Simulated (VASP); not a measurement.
# ZnCu (Pm-3m) in VASP: notebook

Runs on ZnCu. Level: LDA. Tasks: single point.

Program: VASP 6.6.1. These are calculated values, not measurements. Logs are shortened: lines on timing, memory, paths and dates and some standing lists are left out, and cuts for length are marked.

## 1. The cell of the first run

Symmetry: Pm-3m, No. 221, cubic system. The conventional cell has a = 2.945 Å, b = 2.945 Å, c = 2.945 Å, α = 90.00°, β = 90.00°, γ = 90.00°. Within 3.4 Å of Zn (site symmetry m-3m) lie 8 Cu at 2.55 Å and 6 Zn at 2.94 Å. Within 3.4 Å of Cu (site symmetry m-3m) lie 8 Zn at 2.55 Å and 6 Cu at 2.94 Å.

## 2. Single point, LDA

INCAR

```
SYSTEM = ZnCu
  PREC = Accurate
  ENCUT = 520
  EDIFF = 1E-6
  ISMEAR = 1
  SIGMA = 0.15
  LREAL = .False.
  LASPH = .True.
  NELM = 100
  ALGO = Normal
  ISIF = 2
  LWAVE = .False.
  LCHARG = .False.
  GGA = CA
  NBANDS = 18
```

KPOINTS

```
regular mesh
0
Gamma
  8 8 8
  0 0 0
```

POSCAR

```
ZnCu
1.0
    2.9450000000      0.0000000000      0.0000000000
    0.0000000000      2.9450000000      0.0000000000
    0.0000000000      0.0000000000      2.9450000000
Zn Cu
1 1
Direct
    0.5000000000      0.5000000000      0.5000000000
    0.0000000000      0.0000000000      0.0000000000
```

Potentials or basis: VASP PAW LDA potentials, release 64 (Zn, Cu).

Run with:

```bash
cat potpaw_LDA.64/Zn/POTCAR potpaw_LDA.64/Cu/POTCAR > POTCAR
mpirun -np 1 vasp_std > vasp.out
```

OUTCAR:

```text
SYSTEM = ZnCu
   PREC = Accurate
   ENCUT = 520
   EDIFF = 1E-6
   ISMEAR = 1
   LREAL = .False.
   LASPH = .True.
   NELM = 100
   ISIF = 2
   GGA = CA

 ion  position               nearest neighbor table
   1  0.500  0.500  0.500-   2 2.55   2 2.55   2 2.55   2 2.55   2 2.55   2 2.55   2 2.55   2 2.55

   2  0.000  0.000  0.000-   1 2.55   1 2.55   1 2.55   1 2.55   1 2.55   1 2.55   1 2.55   1 2.55

  LATTYP: Found a simple cubic cell.
 ALAT       =     2.9450000000

  Lattice vectors:

 A1 = (   2.9450000000,   0.0000000000,   0.0000000000)
 A2 = (   0.0000000000,   2.9450000000,   0.0000000000)
 A3 = (   0.0000000000,   0.0000000000,   2.9450000000)

Analysis of symmetry for initial positions (statically):
=====================================================================
 Subroutine PRICEL returns:
 Original cell was already a primitive cell.

 Routine SETGRP: Setting up the symmetry group for a
 simple cubic supercell.

 Subroutine GETGRP returns: Found 48 space group operations
 (whereof 48 operations were pure point group operations)
 out of a pool of 48 trial point group operations.

The static configuration has the point symmetry O_h .

Analysis of symmetry for dynamics (positions and initial velocities):
=====================================================================
 Subroutine PRICEL returns:
 Original cell was already a primitive cell.

 Routine SETGRP: Setting up the symmetry group for a
 simple cubic supercell.

 Subroutine GETGRP returns: Found 48 space group operations
 (whereof 48 operations were pure point group operations)
 out of a pool of 48 trial point group operations.

The dynamic configuration has the point symmetry O_h .

 Subroutine INISYM returns: Found 48 space group operations
 (whereof 48 operations are pure point group operations),
 and found     1 'primitive' translations

----------------------------------------------------------------------------------------

                                     Primitive cell

  volume of cell :      25.5421

  direct lattice vectors                    reciprocal lattice vectors
     2.945000000  0.000000000  0.000000000     0.339558574  0.000000000  0.000000000
     0.000000000  2.945000000  0.000000000     0.000000000  0.339558574  0.000000000
     0.000000000  0.000000000  2.945000000     0.000000000  0.000000000  0.339558574

  length of vectors
     2.945000000  2.945000000  2.945000000     0.339558574  0.339558574  0.339558574

  position of ions in fractional coordinates (direct lattice)
[... 8 lines left out ...]
----------------------------------------------------------------------------------------

 KPOINTS: regular mesh

Automatic generation of k-mesh.
 Grid dimensions read from file:
 generate k-points for:    8    8    8

 Generating k-lattice:

  Cartesian coordinates                     Fractional coordinates (reciprocal lattice)
     0.042444822  0.000000000  0.000000000     0.125000000  0.000000000  0.000000000
     0.000000000  0.042444822  0.000000000     0.000000000  0.125000000  0.000000000
     0.000000000  0.000000000  0.042444822     0.000000000  0.000000000  0.125000000

  Length of vectors
     0.042444822  0.042444822  0.042444822

  Shift w.r.t. Gamma in fractional coordinates (k-lattice)
     0.000000000  0.000000000  0.000000000

 Subroutine IBZKPT returns following result:
 ===========================================

 Found     35 irreducible k-points:

 Following reciprocal coordinates:
            Coordinates               Weight
  0.000000  0.000000  0.000000      1.000000
  0.125000  0.000000  0.000000      6.000000
  0.250000  0.000000  0.000000      6.000000
  0.375000  0.000000  0.000000      6.000000
  0.500000  0.000000  0.000000      3.000000
  0.125000  0.125000  0.000000     12.000000
[... 16 lines left out ...]
  0.375000  0.375000  0.125000     24.000000
  0.500000  0.375000  0.125000     24.000000
 [... further k-points ...]
   k-points           NKPTS =     35   k-points in BZ     NKDIM =     35   number of bands    NBANDS=     18
   number of dos      NEDOS =    301   number of ions     NIONS =      2
   total plane-waves  NPLWV =  13824
   dimension x,y,z NGX =    24 NGY =   24 NGZ =   24
   dimension x,y,z NGXF=    48 NGYF=   48 NGZF=   48
   ions per type =               1   1
   NGX,Y,Z   is equivalent  to a cutoff of  13.55, 13.55, 13.55 a.u.
   NGXF,Y,Z  is equivalent  to a cutoff of  27.10, 27.10, 27.10 a.u.
 SYSTEM =  ZnCu
   PREC   = accura    normal or accurate (medium, high low for compatibility)
   ISTART =      0    job   : 0-new  1-cont  2-samecut
   ICHARG =      2    charge: 1-file 2-atom 10-const
   ISPIN  =      1    spin polarized calculation?
   LNONCOLLINEAR =      F non collinear calculations
   LSORBIT =      F    spin-orbit coupling
   LASPH  =      T    aspherical Exc in radial PAW
   ENCUT  =  520.0 eV  38.22 Ry    6.18 a.u.   5.48  5.48  5.48*2*pi/ulx,y,z
   NELM   =    100;   NELMIN=  2; NELMDL= -5     # of ELM steps
   EDIFF  = 0.1E-05   stopping-criterion for ELM
   LREAL  =      F    real-space projection
   EDIFFG = 0.1E-04   stopping-criterion for IOM
   NSW    =      0    number of steps for IOM
   IBRION =     -1    ionic relax: 0-MD 1-quasi-New 2-CG
   NFREE  =      0    steps in history (QN), initial steepest desc. (CG)
   ISIF   =      2    stress and relaxation
   ISYM   =      2    0-nonsym 1-usesym 2-fastsym
   POTIM  = 0.5000    time-step for ionic-motion
   TEBEG  =    0.0;   TEEND  =   0.0 temperature during run
   PSTRESS=    0.0 pullay stress
   NELECT =      23.0000    total number of electrons
   NUPDOWN=      -1.0000    fix difference up-down
   EMIN   =  10.00;   EMAX   =-10.00  energy-range for DOS
   EFERMI =   0.00;   METHOD = LEGACY
   ISMEAR =     1;   SIGMA  =   0.15  broadening in eV -4-tet -1-fermi 0-gaus
   EFERMI_NEDOS =   21; number of points for ismear=-14 and -15
   IALGO  =     38    algorithm
   IMIX   =      4    mixing-type and parameters
     AMIX     =   0.40;   BMIX     =  1.00
     AMIX_MAG =   1.60;   BMIX_MAG =  1.00
  volume/ion in A,a.u.               =      12.77        86.18
  Fermi-wavevector in a.u.,A,eV,Ry     =   1.580880  2.987429 34.003415  2.499180
  Thomas-Fermi vector in A             =   2.681040
   LORBIT       =      0    0 simple, 1 ext, 2 COOP (PROOUT), +10 PAW based schemes
   GGA     = CA    functional components
   LHFCALC =     F    Hartree Fock is set to
   AEXX    =    0.0000 exact exchange contribution
   IVDW    =     0    specifies the selected vdW correction
   LEPSILON=     F    determine dielectric tensor
   LRPA    =     F    only Hartree local field effects (RPA)
 non-spin polarized calculation
 Methfessel and Paxton  Order N= 1 SIGMA  =   0.15
  energy-cutoff  :      520.00
  volume of cell :       25.54
 maximum number of plane-waves:       703
 NGX is ok and might be reduce to    24
   NGX = 11   NGY = 11   NGZ = 11

 number of electron      23.0000000 magnetization

 Free energy of the ion-electron system (eV)
  ---------------------------------------------------
  ext. energy  EPLUGINS =         0.00000000
  ---------------------------------------------------
  free energy    TOTEN  =        -6.75137513 eV

  energy without entropy =       -6.75297277  energy(sigma->0) =       -6.75190768

 E-fermi :   5.0492     XC(G=0): -12.7593

 val. band max:        4.9418290462   @ k =   0.3750   0.2500   0.1250
 cond. band min:       5.1813560904   @ k =   0.3750   0.3750   0.1250
 fundamental gap:      0.2395270442
 Fermi energy:         5.0491625632

 k-point     1 :       0.0000    0.0000    0.0000
  band No.  band energies     occupation
      1      -5.0304      2.00000
      2      -2.5975      2.00000
      3      -2.5975      2.00000
      4      -1.9134      2.00000
      5      -1.9134      2.00000
      6      -1.9134      2.00000
[... 10 lines left out ...]
     17      17.4198      0.00000
     18      28.8496      0.00000

 k-point     2 :       0.1250    0.0000    0.0000
  band No.  band energies     occupation
      1      -4.7491      2.00000
      2      -2.5662      2.00000
      3      -2.5370      2.00000
      4      -1.9375      2.00000
      5      -1.9375      2.00000
      6      -1.9013      2.00000
[... 10 lines left out ...]
     17      19.6399      0.00000
     18      26.5121      0.00000

 k-point     3 :       0.2500    0.0000    0.0000
  band No.  band energies     occupation
      1      -3.9433      2.00000
      2      -2.4889      2.00000
      3      -2.3605      2.00000
      4      -1.9952      2.00000
      5      -1.9952      2.00000
      6      -1.8717      2.00000
[... 10 lines left out ...]
     17      23.1516      0.00000
     18      23.1529      0.00000

 k-point     4 :       0.3750    0.0000    0.0000
  band No.  band energies     occupation
      1      -2.9247      2.00000
      2      -2.4093      2.00000
      3      -2.0525      2.00000
      4      -2.0525      2.00000
      5      -1.8900      2.00000
      6      -1.8418      2.00000
[... 10 lines left out ...]
     17      20.0408      0.00000
     18      20.0408      0.00000

 k-point     5 :       0.5000    0.0000    0.0000
  band No.  band energies     occupation
      1      -2.6013      2.00000
      2      -2.3756      2.00000
      3      -2.0761      2.00000
      4      -2.0761      2.00000
      5      -1.8292      2.00000
      6      -0.8110      2.00000
[... 10 lines left out ...]
     17      18.8829      0.00000
     18      19.5964      0.00000

 k-point     6 :       0.1250    0.1250    0.0000
  band No.  band energies     occupation
      1      -4.4734      2.00000
      2      -2.5252      2.00000
      3      -2.4897      2.00000
      4      -1.9615      2.00000
      5      -1.9497      2.00000
      6      -1.9091      2.00000
[... 10 lines left out ...]
     17      20.1434      0.00000
     18      23.0829      0.00000

 k-point     7 :       0.2500    0.1250    0.0000
  band No.  band energies     occupation
      1      -3.6959      2.00000
      2      -2.4512      2.00000
      3      -2.3289      2.00000
      4      -2.0052      2.00000
      5      -1.9962      2.00000
      6      -1.9018      2.00000
[... 10 lines left out ...]
     17      20.3297      0.00000
     18      23.3217      0.00000

 k-point     8 :       0.3750    0.1250    0.0000
  band No.  band energies     occupation
      1      -2.7902      2.00000
      2      -2.3735      2.00000
      3      -2.2187      2.00000
      4      -2.0655      2.00000
      5      -1.8895      2.00000
      6      -1.6050      2.00000
[... 10 lines left out ...]
     17      20.2599      0.00000
     18      21.3481      0.00000
[... 229 lines left out ...]
     17      22.5046      0.00000
     18      22.5883      0.00000

 k-point    20 :       0.2500    0.2500    0.1250
  band No.  band energies     occupation
      1      -2.8851      2.00000
      2      -2.3487      2.00000
      3      -2.1875      2.00000
      4      -2.0679      2.00000
      5      -2.0582      2.00000
      6      -1.7848      2.00000
[... 10 lines left out ...]
     17      20.6188      0.00000
     18      21.0460      0.00000

 k-point    21 :       0.3750    0.2500    0.1250
  band No.  band energies     occupation
      1      -2.5712      2.00000
      2      -2.3517      2.00000
      3      -2.1592      2.00000
      4      -2.0821      2.00000
      5      -2.0321      2.00000
      6      -0.8981      2.00000
[... 10 lines left out ...]
     17      21.3540      0.00000
     18      21.9513      0.00000

 k-point    22 :       0.5000    0.2500    0.1250
  band No.  band energies     occupation
      1      -2.5296      2.00000
      2      -2.3435      2.00000
      3      -2.1930      2.00000
      4      -2.0690      2.00000
      5      -2.0160      2.00000
      6       0.2700      2.00000
[... 10 lines left out ...]
     17      21.7786      0.00000
     18      22.6698      0.00000

 k-point    23 :       0.3750    0.3750    0.1250
  band No.  band energies     occupation
      1      -2.6557      2.00000
      2      -2.3548      2.00000
      3      -2.1828      2.00000
      4      -2.1584      2.00000
      5      -1.8047      2.00000
      6      -0.0413      2.00000
[... 10 lines left out ...]
     17      18.9497      0.00000
     18      21.6412      0.00000

 k-point    24 :       0.5000    0.3750    0.1250
  band No.  band energies     occupation
      1      -2.6995      2.00000
      2      -2.3508      2.00000
      3      -2.2143      2.00000
      4      -2.1765      2.00000
      5      -1.7247      2.00000
      6       0.5039      2.00000
[... 10 lines left out ...]
     17      19.8915      0.00000
     18      20.7476      0.00000

 [... further k-points ...]
[... 5 lines left out ...]
  --------------------------------------------------------------------------------------
  -------------------------------------------------------------------------------------
  Total       -1.3758343     -1.3758343     -1.3758343     -0.0000000     -0.0000000      0.0000000
  in kB      -86.3019910    -86.3019910    -86.3019910     -0.0000000     -0.0000000      0.0000000
  external PRESSURE =     -86.3019910 kB  Pullay stress =       0.0000000 kB

 VOLUME and BASIS-vectors are now :
 -----------------------------------------------------------------------------
  energy-cutoff  :      520.00
  volume of cell :       25.54
      direct lattice vectors                 reciprocal lattice vectors
     2.945000000  0.000000000  0.000000000     0.339558574  0.000000000  0.000000000
     0.000000000  2.945000000  0.000000000     0.000000000  0.339558574  0.000000000
     0.000000000  0.000000000  2.945000000     0.000000000  0.000000000  0.339558574

 POSITION                                       TOTAL-FORCE (eV/Angst)
 -----------------------------------------------------------------------------------
      1.47250      1.47250      1.47250         0.000000      0.000000      0.000000
      0.00000      0.00000      0.00000         0.000000      0.000000      0.000000
 -----------------------------------------------------------------------------------
    total drift:                                0.000000      0.000000     -0.000000

  FREE ENERGIE OF THE ION-ELECTRON SYSTEM (eV)
  ---------------------------------------------------
  free  energy   TOTEN  =        -6.7513751295 eV

  energy  without entropy=       -6.7529727674  energy(sigma->0) =       -6.75190768
```

It took 21 s on 1 thread of Intel Xeon 8259CL, shared host; peak memory 0.14 GiB.

What came out:

- Free energy: -6.7514 eV
- Pressure: -8.6 GPa

(Continued in part 2 of 2.)
